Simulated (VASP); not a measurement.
Wanted: the native input for a VASP 6.6.1 run.

- Task: single point
- Functional: PBE
- Potentials or basis: VASP PAW PBE potentials, release 64 (Mg, H)
- Cutoff: 600 eV
- k mesh: 8 × 8 × 8
- Occupations: gaussian, width 0.1 eV
- Spin: no spin polarisation
- Dipole correction: no
- Further INCAR settings: ALGO = Normal; EDIFF = 1e-06; NBANDS = 9

The structure of MgH2 lies in POSCAR:

```
MgH2
1.0
    0.0000000000      2.3745729316      2.3745729316
    2.3745729316      0.0000000000      2.3745729316
    2.3745729316      2.3745729316      0.0000000000
Mg H
1 2
Direct
    0.0000000000      0.0000000000      0.0000000000
    0.2500000000      0.2500000000      0.2500000000
    0.7500000000      0.7500000000      0.7500000000
```

These files were run (other wordings do the same):

INCAR

```
PREC = Accurate ; ENCUT = 600
EDIFF = 1E-6 ; ISMEAR = 0
SIGMA = 0.1 ; LREAL = F
LASPH = T ; NELM = 120
ALGO = Normal ; ISIF = 2
LWAVE = F ; LCHARG = F
GGA = PE ; NBANDS = 9
GGA_COMPAT = F
```

KPOINTS

```
Automatic mesh
0
Gamma
  8 8 8
```

Potentials or basis: VASP PAW PBE potentials, release 64 (Mg, H).

Command:

```sh
$ cat potpaw_PBE.64/Mg/POTCAR potpaw_PBE.64/H/POTCAR > POTCAR
$ mpirun -np 1 vasp_std > vasp.out
```

Results of the run:

```
Pressure               : -0.1 GPa
Band gap on the k mesh : zero (bands 2 and 3 overlap by 1.28 eV)
```

It took 6.8 s on 1 thread of AMD EPYC 9R45 96-Core Processor (Zen 5), with other jobs on the host, peak memory 0.13 GiB.
